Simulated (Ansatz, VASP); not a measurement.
## Cs2Au: VASP beside Ansatz

```xyz
3
Lattice="6.2326 0.0000 0.0000 -3.1163 5.3976 0.0000 0.0000 0.0000 4.1207" Properties=species:S:1:pos:R:3 pbc="T T T"
Cs    0.0000    3.5984    2.0603
Cs    3.1163    1.7992    2.0603
Au    0.0000    0.0000    0.0000
```

Change from the starting cell: species swapped into the HfB2 type (P6/mmm, No. 191).

Alike in both runs: functional PBE; k mesh 6 × 6 × 4; occupations gaussian, width 0.1 eV; no spin polarisation.

Ansatz relaxed the structure, and its values are those at the end. VASP's run is a single point on that final structure, the one shown.

|  | VASP | Ansatz |
| --- | --- | --- |
| version | VASP 6.6.1 | Ansatz 0.2.0 |
| potentials or method | VASP PAW PBE potentials, release 64 (Cs_sv, Au), cutoff 520 eV | scalar-relativistic, plane waves, PAW |
| valence electrons in the cell | 29 | 37 |

```csv
,VASP,Ansatz,Ansatz less VASP
gap on the k mesh at the Fermi level (eV),none,none,-
pressure (GPa),0.2,0.2,-0.02
```

A gap of «none» marks a metal or a gap that the smearing closes. The functional is the same, so the differences come from potentials, cutoffs and numerics. VASP's potentials hold 29 valence electrons a cell and Ansatz's 37, so a difference there can come from the potentials and not from the codes.

The k mesh is coarse, so the values compare programs but aren't converged. Neither program's run includes spin-orbit coupling.
